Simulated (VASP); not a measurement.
# GaN in VASP: notebook

The runs below take GaN through single point, with PBE.

Everything below comes from runs of VASP 6.6.1. Logs are shortened: lines on timing, memory, paths and dates and some standing lists are left out, and cuts for length are marked.

**1. The cell of the first run**

The cell holds a slab with vacuum, 12 atoms: a = 3.218 Å, b = 3.218 Å, c = 28.754 Å, α = 90.00°, β = 90.00°, γ = 120.00°.

**2. Single point, PBE**

Input file INCAR:

```
PREC = Accurate
ENCUT = 520
EDIFF = 1E-6
ISMEAR = 0
SIGMA = 0.05
LREAL = False
LASPH = True
NELM = 60
ALGO = Normal
ISIF = 2
LWAVE = False
LCHARG = True
LDIPOL = True
IDIPOL = 3
DIPOL = 0.5 0.5 0.500
GGA = PE
LELF = True
LVHAR = True
LVACPOTAV = True
NBANDS = 66
```

Input file KPOINTS:

```
regular mesh
0
Gamma
  9 9 1
```

Input file POSCAR:

```
GaN
1.0
    3.2184289160      0.0000000000      0.0000000000
   -1.6092144580      2.7872412015      0.0000000000
    0.0000000000      0.0000000000     28.7538498141
N Ga
6 6
Direct
    0.3333333333      0.6666666667      0.2608346377
    0.6666666667      0.3333333333      0.3520055680
    0.3333333333      0.6666666667      0.4431764983
    0.6666666667      0.3333333333      0.5343474286
    0.3333333333      0.6666666667      0.6255183588
    0.6666666667      0.3333333333      0.7166892891
    0.6666666667      0.3333333333      0.2833107109
    0.3333333333      0.6666666667      0.3744816412
    0.6666666667      0.3333333333      0.4656525714
    0.3333333333      0.6666666667      0.5568235017
    0.6666666667      0.3333333333      0.6479944320
    0.3333333333      0.6666666667      0.7391653623
```

Potentials or basis: VASP PAW PBE potentials, release 64 (N, Ga_d).

On the command line:

```
> cat potpaw_PBE.64/N/POTCAR potpaw_PBE.64/Ga_d/POTCAR > POTCAR
> mpirun -np 1 vasp_std > vasp.out
```

OUTCAR:

```text
PREC = Accurate
   ENCUT = 520
   EDIFF = 1E-6
   ISMEAR = 0
   LREAL = False
   LASPH = True
   NELM = 60
   ISIF = 2
   GGA = PE

 ion  position               nearest neighbor table
   1  0.333  0.667  0.261-   7 1.97   7 1.97   7 1.97
   2  0.667  0.333  0.352-   8 1.97   8 1.97   8 1.97   7 1.98
   3  0.333  0.667  0.443-   9 1.97   9 1.97   9 1.97   8 1.98
   4  0.667  0.333  0.534-  10 1.97  10 1.97  10 1.97   9 1.98
   5  0.333  0.667  0.626-  11 1.97  11 1.97  11 1.97  10 1.98
   6  0.667  0.333  0.717-  12 1.97  12 1.97  12 1.97  11 1.98
   7  0.667  0.333  0.283-   1 1.97   1 1.97   1 1.97   2 1.98
   8  0.333  0.667  0.374-   2 1.97   2 1.97   2 1.97   3 1.98
   9  0.667  0.333  0.466-   3 1.97   3 1.97   3 1.97   4 1.98
  10  0.333  0.667  0.557-   4 1.97   4 1.97   4 1.97   5 1.98
  11  0.667  0.333  0.648-   5 1.97   5 1.97   5 1.97   6 1.98
  12  0.333  0.667  0.739-   6 1.97   6 1.97   6 1.97

  LATTYP: Found a hexagonal cell.
 ALAT       =     3.2184289160
 C/A-ratio  =     8.9341261108

  Lattice vectors:

 A1 = (   3.2184289160,   0.0000000000,   0.0000000000)
 A2 = (  -1.6092144580,   2.7872412015,   0.0000000000)
 A3 = (   0.0000000000,   0.0000000000,  28.7538498141)

Analysis of symmetry for initial positions (statically):
=====================================================================
 Subroutine PRICEL returns:
 Original cell was already a primitive cell.

 Routine SETGRP: Setting up the symmetry group for a
 hexagonal supercell.

 Subroutine GETGRP returns: Found  6 space group operations
 (whereof  6 operations were pure point group operations)
 out of a pool of 24 trial point group operations.

The static configuration has the point symmetry C_3v.

Analysis of symmetry for dynamics (positions and initial velocities):
=====================================================================
 Subroutine PRICEL returns:
 Original cell was already a primitive cell.

 Routine SETGRP: Setting up the symmetry group for a
 hexagonal supercell.

 Subroutine GETGRP returns: Found  6 space group operations
 (whereof  6 operations were pure point group operations)
 out of a pool of 24 trial point group operations.

The dynamic configuration has the point symmetry C_3v.

 Subroutine INISYM returns: Found  6 space group operations
 (whereof  6 operations are pure point group operations),
 and found     1 'primitive' translations

----------------------------------------------------------------------------------------

                                     Primitive cell

  volume of cell :     257.9375

  direct lattice vectors                    reciprocal lattice vectors
     3.218428916  0.000000000  0.000000000     0.310710606  0.179388852  0.000000000
    -1.609214458  2.787241202  0.000000000     0.000000000  0.358777704  0.000000000
     0.000000000  0.000000000 28.753849814     0.000000000  0.000000000  0.034777952

  length of vectors
     3.218428916  3.218428916 28.753849814     0.358777704  0.358777704  0.034777952

  position of ions in fractional coordinates (direct lattice)
     0.333333333  0.666666667  0.260834638
     0.666666667  0.333333333  0.352005568
     0.333333333  0.666666667  0.443176498
     0.666666667  0.333333333  0.534347429
     0.333333333  0.666666667  0.625518359
     0.666666667  0.333333333  0.716689289
     0.666666667  0.333333333  0.283310711
     0.333333333  0.666666667  0.374481641
     0.666666667  0.333333333  0.465652571
     0.333333333  0.666666667  0.556823502
     0.666666667  0.333333333  0.647994432
     0.333333333  0.666666667  0.739165362

  ion indices of the primitive-cell ions
   primitive index   ion index
                 1           1
                 2           2
                 3           3
                 4           4
                 5           5
                 6           6
                 7           7
                 8           8
                 9           9
                10          10
                11          11
                12          12

----------------------------------------------------------------------------------------

 KPOINTS: regular mesh

Automatic generation of k-mesh.
 Grid dimensions read from file:
 generate k-points for:    9    9    1

 Generating k-lattice:

  Cartesian coordinates                     Fractional coordinates (reciprocal lattice)
     0.034523401  0.019932095  0.000000000     0.111111111  0.000000000  0.000000000
     0.000000000  0.039864189  0.000000000     0.000000000  0.111111111  0.000000000
     0.000000000  0.000000000  0.034777952     0.000000000  0.000000000  1.000000000

  Length of vectors
     0.039864189  0.039864189  0.034777952

  Shift w.r.t. Gamma in fractional coordinates (k-lattice)
     0.000000000  0.000000000  0.000000000

 Subroutine IBZKPT returns following result:
 ===========================================

 Found     12 irreducible k-points:

 Following reciprocal coordinates:
            Coordinates               Weight
  0.000000  0.000000  0.000000      1.000000
  0.111111  0.000000  0.000000      6.000000
  0.222222  0.000000  0.000000      6.000000
  0.333333  0.000000  0.000000      6.000000
  0.444444  0.000000  0.000000      6.000000
  0.111111  0.111111  0.000000      6.000000
  0.222222  0.111111  0.000000     12.000000
  0.333333  0.111111  0.000000     12.000000
  0.444444  0.111111  0.000000      6.000000
  0.222222  0.222222  0.000000      6.000000
  0.333333  0.222222  0.000000     12.000000
  0.333333  0.333333  0.000000      2.000000
   k-points           NKPTS =     12   k-points in BZ     NKDIM =     12   number of bands    NBANDS=     66
   number of dos      NEDOS =    301   number of ions     NIONS =     12
   total plane-waves  NPLWV = 124416
   dimension x,y,z NGX =    24 NGY =   24 NGZ =  216
   dimension x,y,z NGXF=    48 NGYF=   48 NGZF=  432
   ions per type =               6   6
   NGX,Y,Z   is equivalent  to a cutoff of  12.40, 12.40, 12.49 a.u.
   NGXF,Y,Z  is equivalent  to a cutoff of  24.79, 24.79, 24.98 a.u.
 SYSTEM =  unknown system
   PREC   = accura    normal or accurate (medium, high low for compatibility)
   ISTART =      0    job   : 0-new  1-cont  2-samecut
   ICHARG =      2    charge: 1-file 2-atom 10-const
   ISPIN  =      1    spin polarized calculation?
   LNONCOLLINEAR =      F non collinear calculations
   LSORBIT =      F    spin-orbit coupling
   LASPH  =      T    aspherical Exc in radial PAW
   ENCUT  =  520.0 eV  38.22 Ry    6.18 a.u.   5.98  5.98 53.46*2*pi/ulx,y,z
   NELM   =     60;   NELMIN=  2; NELMDL= -5     # of ELM steps
   EDIFF  = 0.1E-05   stopping-criterion for ELM
   LREAL  =      F    real-space projection
   EDIFFG = 0.1E-04   stopping-criterion for IOM
   NSW    =      0    number of steps for IOM
   IBRION =     -1    ionic relax: 0-MD 1-quasi-New 2-CG
   NFREE  =      0    steps in history (QN), initial steepest desc. (CG)
   ISIF   =      2    stress and relaxation
   ISYM   =      2    0-nonsym 1-usesym 2-fastsym
   POTIM  = 0.5000    time-step for ionic-motion
   TEBEG  =    0.0;   TEEND  =   0.0 temperature during run
   PSTRESS=    0.0 pullay stress
   NELECT =     108.0000    total number of electrons
   NUPDOWN=      -1.0000    fix difference up-down
   EMIN   =  10.00;   EMAX   =-10.00  energy-range for DOS
   EFERMI =   0.00;   METHOD = LEGACY
   ISMEAR =     0;   SIGMA  =   0.05  broadening in eV -4-tet -1-fermi 0-gaus
   EFERMI_NEDOS =   21; number of points for ismear=-14 and -15
   IALGO  =     38    algorithm
   IMIX   =      4    mixing-type and parameters
     AMIX     =   0.40;   BMIX     =  1.00
     AMIX_MAG =   1.60;   BMIX_MAG =  1.00
  volume/ion in A,a.u.               =      21.49       145.05
  Fermi-wavevector in a.u.,A,eV,Ry     =   1.224742  2.314427 20.408641  1.499993
  Thomas-Fermi vector in A             =   2.359805
   LORBIT       =      0    0 simple, 1 ext, 2 COOP (PROOUT), +10 PAW based schemes
   GGA     = PE    functional components
   LHFCALC =     F    Hartree Fock is set to
   AEXX    =    0.0000 exact exchange contribution
   IVDW    =     0    specifies the selected vdW correction
   LEPSILON=     F    determine dielectric tensor
   LRPA    =     F    only Hartree local field effects (RPA)
 non-spin polarized calculation
 Gauss-broadening in eV      SIGMA  =   0.05
  energy-cutoff  :      520.00
  volume of cell :      257.94
 maximum number of plane-waves:      7020
 NGX is ok and might be reduce to    24
   NGX = 11   NGY = 11   NGZ =107

 dipolmoment           0.000000      0.000000      0.068591 electrons x Angstroem

 number of electron     107.9999943 magnetization

 dipolmoment           0.000000      0.000000     -0.163186 electrons x Angstroem

 Free energy of the ion-electron system (eV)
  ---------------------------------------------------
  ext. energy  EPLUGINS =         0.00000000
  ---------------------------------------------------
  free energy    TOTEN  =       -69.54506260 eV

  energy without entropy =      -69.52327657  energy(sigma->0) =      -69.53416958

 E-fermi :   0.6072     XC(G=0):  -6.9316

 val. band max:        0.6069437071   @ k =   0.2222   0.2222   0.0000
 cond. band min:       0.6209330491   @ k =   0.3333   0.3333   0.0000
 fundamental gap:      0.0139893419
 Fermi energy:         0.6071794264

 k-point     1 :       0.0000    0.0000    0.0000
  band No.  band energies     occupation
      1     -16.7608      2.00000
      2     -16.2221      2.00000
      3     -15.7760      2.00000
      4     -15.3376      2.00000
      5     -14.9710      2.00000
      6     -14.9710      2.00000
[... 58 lines left out ...]
     65       7.8644      0.00000
     66       8.1649      0.00000

 k-point     2 :       0.1111    0.0000    0.0000
  band No.  band energies     occupation
      1     -16.6787      2.00000
      2     -16.1522      2.00000
      3     -15.7058      2.00000
      4     -15.2710      2.00000
      5     -14.9795      2.00000
      6     -14.9574      2.00000
[... 748 lines left out ...]
     65       7.6892      0.00000
     66       7.7867      0.00000

------------------------ aborting loop because EDIFF is reached ----------------------------------------

  FORCE on cell =-STRESS in cart. coord.  units (eV):
  Direction    XX          YY          ZZ          XY          YZ          ZX
  --------------------------------------------------------------------------------------
  -------------------------------------------------------------------------------------
  Total       -0.8056263     -0.8056263      1.6288530      0.0000000      0.0000000     -0.0000000
  in kB       -5.0041431     -5.0041431     10.1176117      0.0000000      0.0000000     -0.0000000
  external PRESSURE =       0.0364418 kB  Pullay stress =       0.0000000 kB

 VOLUME and BASIS-vectors are now :
 -----------------------------------------------------------------------------
  energy-cutoff  :      520.00
  volume of cell :      257.94
      direct lattice vectors                 reciprocal lattice vectors
     3.218428916  0.000000000  0.000000000     0.310710606  0.179388852  0.000000000
    -1.609214458  2.787241202  0.000000000     0.000000000  0.358777704  0.000000000
     0.000000000  0.000000000 28.753849814     0.000000000  0.000000000  0.034777952

 POSITION                                       TOTAL-FORCE (eV/Angst)
 -----------------------------------------------------------------------------------
     -0.00000      1.85816      7.50000        -0.000000     -0.000000      1.444087
      1.60921      0.92908     10.12152         0.000000      0.000000      0.794954
     -0.00000      1.85816     12.74303         0.000000     -0.000000      0.470985
      1.60921      0.92908     15.36455        -0.000000      0.000000      0.453878
     -0.00000      1.85816     17.98606         0.000000     -0.000000      0.420725
      1.60921      0.92908     20.60758        -0.000000     -0.000000      0.441549
      1.60921      0.92908      8.14627         0.000000     -0.000000     -1.893062
     -0.00000      1.85816     10.76779         0.000000     -0.000000     -0.575880
      1.60921      0.92908     13.38930        -0.000000     -0.000000     -0.455426
     -0.00000      1.85816     16.01082        -0.000000     -0.000000     -0.467807
      1.60921      0.92908     18.63233        -0.000000     -0.000000     -0.699967
     -0.00000      1.85816     21.25385         0.000000     -0.000000      0.065964
 -----------------------------------------------------------------------------------
    total drift:                               -0.000002     -0.000003     -0.002294

  FREE ENERGIE OF THE ION-ELECTRON SYSTEM (eV)
  ---------------------------------------------------
  free  energy   TOTEN  =       -69.5450625971 eV

  energy  without entropy=      -69.5232765720  energy(sigma->0) =      -69.53416958

 vacuum level on the upper side and lower side of the slab         4.790         8.084
```

It took 11 min on 1 thread of Intel Xeon Platinum 8375C at 2.90GHz (Ice Lake), shared host; peak memory 0.42 GiB.

What came out:

```yaml
Free_energy: -69.5451 eV
Largest_force: 1.893 eV/Å
Band_gap_on_the_k_mesh: zero (bands 54 and 55 overlap by 0.43 eV)
```

Forces in eV/Å, atoms in the order of the input:
```
N    0.000  0.000  1.444
N    0.000  0.000  0.795
N    0.000  0.000  0.471
N    0.000  0.000  0.454
N    0.000  0.000  0.421
N    0.000  0.000  0.442
Ga   0.000  0.000 -1.893
Ga   0.000  0.000 -0.576
Ga   0.000  0.000 -0.455
Ga   0.000  0.000 -0.468
Ga   0.000  0.000 -0.700
Ga   0.000  0.000  0.066
```

(Part 1 of 2 ends here.)

The gap in the log of VASP goes by the Fermi energy; the results here count the filled bands.